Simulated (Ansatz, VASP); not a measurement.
**Zr3S2: VASP beside Ansatz**

The input INCAR:

```
PREC     = Accurate       # precision mode
ENCUT    = 520            # plane-wave cutoff, eV
EDIFF    = 1E-7           # SCF threshold, eV
ISMEAR   = 0              # smearing method
SIGMA    = 0.15           # smearing width, eV
LREAL    = False          # projectors in reciprocal space
LASPH    = True           # aspherical terms in the spheres
NELM     = 100            # most SCF steps
ALGO     = Fast           # electronic algorithm
ISIF     = 2              # what is computed and relaxed
LWAVE    = False          # write WAVECAR
LCHARG   = False          # write CHGCAR
GGA      = PE             # functional
NBANDS   = 32             # bands
```

Contents of KPOINTS:

```
regular mesh
0
Gamma
  12 12 12
```

File POSCAR:

```
Zr3S2
1.0
    3.1187724055      1.8006240879      2.9992955748
   -3.1187724055      1.8006240879      2.9992955748
    0.0000000000     -3.6012481757      2.9992955748
Zr S
3 2
Direct
    0.1621066356      0.8378933644      0.5000000000
    0.5000000000      0.1621066356      0.8378933644
    0.8378933644      0.5000000000      0.1621066356
    0.3347765468      0.3347765468      0.3347765468
    0.6652234532      0.6652234532      0.6652234532
```

Input for Ansatz:

```yaml
crystal:
  lattice:
    - [3.1187724055, 1.8006240879, 2.9992955748]
    - [-3.1187724055, 1.8006240879, 2.9992955748]
    - [0.0, -3.6012481757, 2.9992955748]
  atoms:
    - { symbol: Zr, position: [0.1621066356, 0.8378933644, 0.5] }
    - { symbol: Zr, position: [0.5, 0.1621066356, 0.8378933644] }
    - { symbol: Zr, position: [0.8378933644, 0.5, 0.1621066356] }
    - { symbol: S, position: [0.3347765468, 0.3347765468, 0.3347765468] }
    - { symbol: S, position: [0.6652234532, 0.6652234532, 0.6652234532] }
basis:
  ecutwfc: 420
kpoints:
  mp_grid: { grid: [12, 12, 12] }
hamiltonian:
  xc: pbe
scf:
  occupations: { method: gaussian, width: 0.15 }
output:
  forces: true
  stress: true
  eigenvalues: true
  write_density: true
  write_potential: true
  elf: true
  volumetric_format: npy
```

Alike in both runs: task single point; functional PBE; k mesh 12 × 12 × 12; occupations gaussian, width 0.15 eV; no spin polarisation.

|  | VASP | Ansatz |
| --- | --- | --- |
| version | VASP 6.6.1 | Ansatz 0.2.0 |
| potentials or method | VASP PAW PBE potentials, release 64 (Zr_sv, S), cutoff 520 eV | scalar-relativistic, plane waves, PAW |
| valence electrons in the cell | 48 | 48 |

```csv
,VASP,Ansatz,Ansatz less VASP
gap on the k mesh at the Fermi level (eV),none,none,-
pressure (GPa),4.0,3.9,-0.03
"traceless stress, the component that is largest in VASP (GPa)",13.15,13.13,-0.014
rms of the force components (eV/Å),0.252,0.253,+0.0019
```

Atom by atom the forces differ by 0.003 eV/Å (rms over components). A gap of «none» marks a metal or a gap that the smearing closes. With one functional, cell and mesh, what is left measures potentials, basis and numerics.
